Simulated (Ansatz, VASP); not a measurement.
**In3Sb: VASP beside Ansatz**

```
In Sb
1.0
     4.83696    0.00000    0.00000
     0.00000    4.83696    0.00000
     0.00000    0.00000    4.83696
In Sb
3 1
Direct
  0.50000 0.50000 0.00000
  0.50000 0.00000 0.50000
  0.00000 0.50000 0.50000
  0.00000 0.00000 0.00000
```

Alike in both runs: task single point; functional r2SCAN; k mesh 5 × 5 × 5; occupations gaussian, width 0.1 eV; no spin polarisation.

```csv
,VASP,Ansatz
version,VASP 6.6.1,Ansatz 0.2.0
potentials or method,"VASP PAW PBE potentials, release 64 (In_d, Sb), cutoff 520 eV","scalar-relativistic, plane waves, PAW"
valence electrons in the cell,44,54
```

|  | VASP | Ansatz | Ansatz less VASP |
| --- | --- | --- | --- |
| gap on the k mesh at the Fermi level (eV) | none | none | - |
| pressure (GPa) | -0.4 | -0.4 | 0.00 |

VASP's potentials were made for PBE, not for r2SCAN. A gap of «none» marks a metal or a gap that the smearing closes. With one functional, cell and mesh, what is left measures potentials, basis and numerics. VASP's potentials hold 44 valence electrons a cell and Ansatz's 54, so a difference there can come from the potentials and not from the codes.

Spin-orbit coupling is off throughout.
